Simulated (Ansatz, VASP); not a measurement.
**One calculation of Sb, two programs**

Contents of INCAR:

```
ALGO     = Normal         # electronic algorithm
EDIFF    = 1E-8           # SCF threshold, eV
ENCUT    = 520            # plane-wave cutoff, eV
GGA      = PS             # functional
ISIF     = 2              # what is computed and relaxed
ISMEAR   = -1             # smearing method
LASPH    = True           # aspherical terms in the spheres
LCHARG   = False          # write CHGCAR
LEFG     = True         
LREAL    = False          # projectors in reciprocal space
LWAVE    = False          # write WAVECAR
NBANDS   = 8              # bands
NELM     = 60             # most SCF steps
PREC     = Accurate       # precision mode
SIGMA    = 0.05           # smearing width, eV
```

KPOINTS

```
k-points
0
Gamma
  19 19 19
```

POSCAR

```
Sb
1.0
   -1.5448500000      1.4952500000      2.4800000000
    1.4952500000     -1.5448500000      2.4800000000
    1.5147500000      1.5147500000     -2.5101000000
Sb
1
Direct
    0.0000000000      0.0000000000      0.0000000000
```

Input for Ansatz:

```yaml
crystal:
  lattice:
    - [-1.54485, 1.49525, 2.48]
    - [1.49525, -1.54485, 2.48]
    - [1.51475, 1.51475, -2.5101]
  atoms:
    - { symbol: Sb, position: [0.0, 0.0, 0.0] }
kpoints:
  mp_grid: { grid: [19, 19, 19] }
scf:
  occupations: { method: fermi_dirac, width: 0.05 }
hamiltonian:
  xc: pbesol
  pseudopotentials: { kind: all_electron, datasets: crystal }
output:
  forces: true
  stress: true
  eigenvalues: true
  efg: { contact_densities: true }
```

Change from the starting cell: equal xy, yz and zx shear strains of -2 %, crystal datasets.

Alike in both runs: task electric field gradients; functional PBEsol; k mesh 19 × 19 × 19; occupations fermi-dirac, width 0.05 eV; no spin polarisation.

|  | VASP | Ansatz |
| --- | --- | --- |
| version | VASP 6.6.1 | Ansatz 0.2.0 |
| potentials or method | VASP PAW PBE potentials, release 64 (Sb), cutoff 520 eV | all-electron PAW with datasets made for the crystal, scalar-relativistic |

Ansatz gave:

```
pressure (GPa)                                                : 15.2
traceless stress, the component that is largest in VASP (GPa) : -0.84
size of Vzz on the site where it differs most (V/Å²)          : 34.1
```

**Question.** What did VASP give for the same quantities?

**Answer.** Pressure (GPa): 15.4; traceless stress, the component that is largest in VASP (GPa): -0.94; size of Vzz on the site where it differs most (V/Å²): 33.5.

VASP's potentials were made for PBE, not for PBEsol. Ansatz ran all-electron here, and VASP with PAW potentials.

Neither program's run includes spin-orbit coupling.
